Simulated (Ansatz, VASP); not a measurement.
**One calculation of SiNi, two programs**

INCAR

```
PREC = Accurate
ENCUT = 520
EDIFF = 1E-6
ISMEAR = 0
SIGMA = 0.15
LREAL = False
LASPH = True
NELM = 60
ALGO = Normal
ISIF = 2
LWAVE = False
LCHARG = False
GGA = PE
NBANDS = 38
```

File KPOINTS:

```
regular mesh
0
Gamma
  8 10 6
```

File POSCAR:

```
SiNi
1.0
    5.1540864075      0.0000000000      0.0000000000
    0.0000000000      3.3754900134      0.0000000000
    0.0000000000      0.0000000000      5.6197139366
Si Ni
4 4
Direct
    0.3212470395      0.7500000000      0.0840781282
    0.1787529605      0.2500000000      0.5840781282
    0.8212470395      0.7500000000      0.4159218718
    0.6787529605      0.2500000000      0.9159218718
    0.0082175816      0.2500000000      0.1884869320
    0.4917824184      0.7500000000      0.6884869320
    0.5082175816      0.2500000000      0.3115130680
    0.9917824184      0.7500000000      0.8115130680
```

Input for Ansatz:

```yaml
crystal:
  lattice:
    - [5.1540864075, 0.0, 0.0]
    - [0.0, 3.3754900134, 0.0]
    - [0.0, 0.0, 5.6197139366]
  atoms:
    - { symbol: Si, position: [0.3212470395, 0.75, 0.0840781282] }
    - { symbol: Si, position: [0.1787529605, 0.25, 0.5840781282] }
    - { symbol: Si, position: [0.8212470395, 0.75, 0.4159218718] }
    - { symbol: Si, position: [0.6787529605, 0.25, 0.9159218718] }
    - { symbol: Ni, position: [0.0082175816, 0.25, 0.188486932] }
    - { symbol: Ni, position: [0.4917824184, 0.75, 0.688486932] }
    - { symbol: Ni, position: [0.5082175816, 0.25, 0.311513068] }
    - { symbol: Ni, position: [0.9917824184, 0.75, 0.811513068] }
basis:
  ecutwfc: 420
kpoints:
  mp_grid: { grid: [8, 10, 6] }
hamiltonian:
  xc: pbe
scf:
  occupations: { method: gaussian, width: 0.15 }
output:
  forces: true
  stress: true
  eigenvalues: true
```

Alike in both runs: task single point; functional PBE; k mesh 8 × 10 × 6; occupations gaussian, width 0.15 eV; no spin polarisation.

|  | VASP | Ansatz |
| --- | --- | --- |
| version | VASP 6.6.1 | Ansatz 0.2.0 |
| potentials or method | VASP PAW PBE potentials, release 64 (Si, Ni), cutoff 520 eV | scalar-relativistic, plane waves, PAW |
| valence electrons in the cell | 56 | 88 |

Ansatz gave:

```
gap on the k mesh at the Fermi level (eV)                     : none
pressure (GPa)                                                : 0.0
traceless stress, the component that is largest in VASP (GPa) : -0.09
rms of the force components (eV/Å)                            : 0.001
```

Estimate VASP's values.

gap on the k mesh at the Fermi level (eV): none; pressure (GPa): 0.0; traceless stress, the component that is largest in VASP (GPa): -0.19; rms of the force components (eV/Å): 0.006.

Atom by atom the forces differ by 0.005 eV/Å (rms over components). A gap of «none» marks a metal or a gap that the smearing closes. VASP's potentials hold 56 valence electrons a cell and Ansatz's 88, so a difference there can come from the potentials and not from the codes.
